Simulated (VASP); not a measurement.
# NiCl4 (P6/mmm) in VASP: single point with PBE

Aim: the single point of NiCl4 with PBE.

Everything below comes from runs of VASP 6.6.1. Logs are shortened: lines on timing, memory, paths and dates and some standing lists are left out, and cuts for length are marked.

## (1) The cell of the first run

The structure is hexagonal, space group P6/mmm (No. 191). The conventional cell has a = 7.467 Å, b = 7.467 Å, c = 6.455 Å, α = 90.00°, β = 90.00°, γ = 120.00°. Ni (site symmetry 6mm) has 1 Ni at 2.18 Å and 6 Cl at 2.77 Å within 2.9 Å. Cl (site symmetry mm2) has 4 Cl at 2.55 to 3.06 Å and 2 Ni at 2.77 Å within 3.4 Å. Within 4.8 Å of Cl (site symmetry -6m2) lie 9 Cl at 3.68 to 4.31 Å.

## (2) Single point, PBE, collinear spin, ferromagnetic start

INCAR reads:

```
SYSTEM = NiCl4
PREC     = Accurate       ! precision mode
ENCUT    = 520            ! plane-wave cutoff, eV
EDIFF    = 1E-6           ! SCF threshold, eV
ISMEAR   = 0              ! smearing method
SIGMA    = 0.15           ! smearing width, eV
LREAL    = .FALSE.        ! projectors in reciprocal space
LASPH    = .TRUE.         ! aspherical terms in the spheres
NELM     = 150            ! most SCF steps
ALGO     = Normal         ! electronic algorithm
ISIF     = 2              ! what is computed and relaxed
LWAVE    = .FALSE.        ! write WAVECAR
LCHARG   = .TRUE.         ! write CHGCAR
ISPIN    = 2              ! spin polarisation
MAGMOM   = 2 2 0 0 0 0 0 0 0 0 ! initial moments
LORBIT   = 11             ! projections on sites
LMAXMIX  = 4              ! l up to which the mixer works
GGA      = PE             ! functional
LELF     = .TRUE.         ! ELF
LVHAR    = .TRUE.       
NBANDS   = 53             ! bands
```

KPOINTS reads:

```
Automatic mesh
0
G
  2 2 2
  0 0 0
```

POSCAR reads:

```
NiCl4
1.0
    7.4665873991      0.0000000000      0.0000000000
   -3.7332936996      6.4662543672      0.0000000000
    0.0000000000      0.0000000000      6.4547140797
Ni Cl
2 8
Direct
    0.0000000000      0.0000000000      0.8314797237
    0.0000000000      0.0000000000      0.1685202763
    0.1968625212      0.8031374788      0.0000000000
    0.1968625212      0.3937250424      0.0000000000
    0.6062749576      0.8031374788      0.0000000000
    0.8031374788      0.1968625212      0.0000000000
    0.8031374788      0.6062749576      0.0000000000
    0.3937250424      0.1968625212      0.0000000000
    0.3333333333      0.6666666667      0.5000000000
    0.6666666667      0.3333333333      0.5000000000
```

Potentials or basis: VASP PAW PBE potentials, release 64 (Ni, Cl).

Started as:

```bash
cat potpaw_PBE.64/Ni/POTCAR potpaw_PBE.64/Cl/POTCAR > POTCAR
mpirun -np 1 vasp_std > vasp.out
```

OUTCAR:

```text
SYSTEM = NiCl4
   PREC = Accurate
   ENCUT = 520
   EDIFF = 1E-6
   ISMEAR = 0
   LREAL = .FALSE.
   LASPH = .TRUE.
   NELM = 150
   ISIF = 2
   ISPIN = 2
   LORBIT = 11
   GGA = PE

 ion  position               nearest neighbor table
   1  0.000  0.000  0.831-   2 2.18   5 2.77   8 2.77   7 2.77   4 2.77   3 2.77   6 2.77
   2  0.000  0.000  0.169-   1 2.18   5 2.77   8 2.77   7 2.77   4 2.77   3 2.77   6 2.77
   3  0.197  0.803  0.000-   7 2.55   8 2.55   1 2.77   2 2.77
   4  0.197  0.394  0.000-   6 2.55   8 2.55   1 2.77   2 2.77
   5  0.606  0.803  0.000-   6 2.55   7 2.55   1 2.77   2 2.77
   6  0.803  0.197  0.000-   4 2.55   5 2.55   1 2.77   2 2.77
   7  0.803  0.606  0.000-   3 2.55   5 2.55   1 2.77   2 2.77
   8  0.394  0.197  0.000-   3 2.55   4 2.55   1 2.77   2 2.77
   9  0.333  0.667  0.500-
  10  0.667  0.333  0.500-

  LATTYP: Found a hexagonal cell.
 ALAT       =     7.4665873991
 C/A-ratio  =     0.8644798132

  Lattice vectors:

 A1 = (   7.4665873991,   0.0000000000,   0.0000000000)
 A2 = (  -3.7332936996,   6.4662543672,   0.0000000000)
 A3 = (   0.0000000000,   0.0000000000,   6.4547140797)

Analysis of symmetry for initial positions (statically):
=====================================================================
 Subroutine PRICEL returns:
 Original cell was already a primitive cell.

 Routine SETGRP: Setting up the symmetry group for a
 hexagonal supercell.

 Subroutine GETGRP returns: Found 24 space group operations
 (whereof 24 operations were pure point group operations)
 out of a pool of 24 trial point group operations.

The static configuration has the point symmetry D_6h.

Analysis of symmetry for dynamics (positions and initial velocities):
=====================================================================
 Subroutine PRICEL returns:
 Original cell was already a primitive cell.

 Routine SETGRP: Setting up the symmetry group for a
 hexagonal supercell.

 Subroutine GETGRP returns: Found 24 space group operations
 (whereof 24 operations were pure point group operations)
 out of a pool of 24 trial point group operations.

The dynamic configuration has the point symmetry D_6h.

Analysis of structural, dynamic, and magnetic symmetry:
=====================================================================
 Subroutine PRICEL returns:
 Original cell was already a primitive cell.

 Routine SETGRP: Setting up the symmetry group for a
 hexagonal supercell.

[... 145 lines left out ...]

  energy without entropy =      -17.66514376  energy(sigma->0) =      -17.75377928

 E-fermi :  -0.4947     XC(G=0):  -7.3200

 val. band max:       -0.5066303809   @ k =   0.5000   0.0000   0.0000
 cond. band min:      -0.4380847518   @ k =   0.5000   0.0000   0.0000
 fundamental gap:      0.0685456291
 Fermi energy:        -0.4946822425

 spin component 1

 k-point     1 :       0.0000    0.0000    0.0000
  band No.  band energies     occupation
      1     -16.8371      1.00000
      2     -15.8961      1.00000
      3     -15.8961      1.00000
      4     -14.8295      1.00000
      5     -14.8295      1.00000
      6     -14.5832      1.00000
[... 201 lines left out ...]
     49       6.5740      0.00000
     50       7.6312      0.00000
 Fermi energy:        -0.4946822425

 spin component 2

 k-point     1 :       0.0000    0.0000    0.0000
  band No.  band energies     occupation
      1     -16.3942      1.00000
      2     -15.4397      1.00000
      3     -15.4397      1.00000
      4     -14.3597      1.00000
      5     -14.3597      1.00000
      6     -14.1133      1.00000
[... 201 lines left out ...]
     49       6.7644      0.00000
     50       7.8041      0.00000
 [bands above 50 left out]

------------------------ aborting loop because EDIFF is reached ----------------------------------------

  FORCE on cell =-STRESS in cart. coord.  units (eV):
  Direction    XX          YY          ZZ          XY          YZ          ZX
  --------------------------------------------------------------------------------------
  -------------------------------------------------------------------------------------
  Total        0.8557878      0.8557878      0.0393493     -0.0000000     -0.0000000     -0.0000000
  in kB        4.3997170      4.3997170      0.2023001     -0.0000000     -0.0000000     -0.0000000
  external PRESSURE =       3.0005780 kB  Pullay stress =       0.0000000 kB

 VOLUME and BASIS-vectors are now :
 -----------------------------------------------------------------------------
  energy-cutoff  :      520.00
  volume of cell :      311.64
      direct lattice vectors                 reciprocal lattice vectors
     7.466587399  0.000000000  0.000000000     0.133929993  0.077324518  0.000000000
    -3.733293700  6.466254367  0.000000000     0.000000000  0.154649035  0.000000000
     0.000000000  0.000000000  6.454714080     0.000000000  0.000000000  0.154925530

 POSITION                                       TOTAL-FORCE (eV/Angst)
 -----------------------------------------------------------------------------------
      0.00000      0.00000      5.36696        -0.000000     -0.000000      0.038793
      0.00000      0.00000      1.08775        -0.000000     -0.000000     -0.038793
     -1.52846      5.19329      0.00000        -0.015852      0.009152     -0.000000
     -0.00000      2.54593      0.00000         0.000000     -0.018305     -0.000000
      1.52846      5.19329      0.00000         0.015852      0.009152     -0.000000
      5.26175      1.27296      0.00000         0.015852     -0.009152      0.000000
      3.73329      3.92033      0.00000        -0.000000      0.018305      0.000000
      2.20484      1.27296      0.00000        -0.015852     -0.009152      0.000000
     -0.00000      4.31084      3.22736        -0.000000     -0.000000      0.000000
      3.73329      2.15542      3.22736        -0.000000     -0.000000     -0.000000
 -----------------------------------------------------------------------------------
    total drift:                               -0.000000      0.000000      0.000000

  FREE ENERGIE OF THE ION-ELECTRON SYSTEM (eV)
  ---------------------------------------------------
  free  energy   TOTEN  =       -17.8424147868 eV

  energy  without entropy=      -17.6651437636  energy(sigma->0) =      -17.75377928

 total charge

# of ion       s       p       d       tot
------------------------------------------
    1        0.238   0.157   8.400   8.795
    2        0.238   0.157   8.400   8.795
    3        1.640   3.311   0.000   4.952
    4        1.640   3.311   0.000   4.952
    5        1.640   3.311   0.000   4.952
    6        1.640   3.311   0.000   4.952
    7        1.640   3.311   0.000   4.952
    8        1.640   3.311   0.000   4.952
    9        1.613   3.370   0.000   4.983
   10        1.613   3.370   0.000   4.983
--------------------------------------------------
tot         13.545  26.921  16.800  57.266

 magnetization (x)

# of ion       s       p       d       tot
------------------------------------------
    1       -0.016   0.001   1.095   1.080
    2       -0.016   0.001   1.095   1.080
    3        0.011   0.340   0.000   0.351
    4        0.011   0.340   0.000   0.351
    5        0.011   0.340   0.000   0.351
    6        0.011   0.340   0.000   0.351
    7        0.011   0.340   0.000   0.351
    8        0.011   0.340   0.000   0.351
    9        0.009   0.461   0.000   0.471
   10        0.009   0.461   0.000   0.471
--------------------------------------------------
tot          0.054   2.964   2.190   5.208
```

OSZICAR:

```text
N       E                     dE             d eps       ncg     rms          rms(c)
DAV:   1     0.661597295891E+03    0.66160E+03   -0.30758E+04   848   0.127E+03
DAV:   2     0.768622588382E+02   -0.58474E+03   -0.54235E+03   984   0.288E+02
[... 19 lines left out ...]
DAV:  22    -0.178423814602E+02   -0.37687E-04   -0.56936E-04  1038   0.167E-01    0.802E-02
DAV:  23    -0.178424081714E+02   -0.26711E-04   -0.11083E-04  1054   0.486E-02    0.624E-02
DAV:  24    -0.178424020302E+02    0.61412E-05   -0.77950E-05  1099   0.301E-02    0.219E-02
DAV:  25    -0.178424095010E+02   -0.74708E-05   -0.43114E-05   953   0.252E-02    0.199E-02
DAV:  26    -0.178424128824E+02   -0.33814E-05   -0.52971E-06   870   0.146E-02    0.162E-02
DAV:  27    -0.178424144323E+02   -0.15499E-05   -0.26592E-06   752   0.114E-02    0.935E-03
DAV:  28    -0.178424147868E+02   -0.35450E-06   -0.80545E-07   632   0.767E-03
   1 F= -.17842415E+02 E0= -.17753779E+02  d E =-.177271E+00  mag=     5.9995
```

stdout:

```text
POSCAR found type information on POSCAR NiCl
 POSCAR found :  2 types and      10 ions
 scaLAPACK will be used
 LDA part: xc-table for (Slater+PW92), standard interpolation
 POSCAR, INCAR and KPOINTS ok, starting setup
 FFT: planning ... GRIDC
 FFT: planning ... GRID_SOFT
 FFT: planning ... GRID
 WAVECAR not read
 entering main loop
```

It took 2.4 min on 1 thread of Intel Xeon 6975P-C (Granite Rapids), shared host; peak memory 0.55 GiB.

What came out:

```yaml
Free_energy: -17.8424 eV
Pressure: 0.3 GPa
Largest_force: 0.039 eV/Å
Band_gap_on_the_k_mesh: zero (filled and empty bands touch)
Net_moment: 6.00 μB per cell
Site_moments: Ni +1.08; Cl +0.35, +0.47 μB
Valence_electrons_inside_the_program's_atomic_spheres: Ni 8.79; Cl 4.95, 4.98
```

Forces in eV/Å, atoms in the order of the input:
```
Ni   0.000  0.000  0.039
Ni   0.000  0.000 -0.039
Cl  -0.016  0.009  0.000
Cl   0.000 -0.018  0.000
Cl   0.016  0.009  0.000
Cl   0.016 -0.009  0.000
Cl   0.000  0.018  0.000
Cl  -0.016 -0.009  0.000
Cl   0.000  0.000  0.000
Cl   0.000  0.000  0.000
```

Caveat: the k points lie up to 0.49 Å⁻¹ apart; semilocal functionals often make such compounds metallic where correlation or magnetic order opens a gap, which also shifts bond lengths.
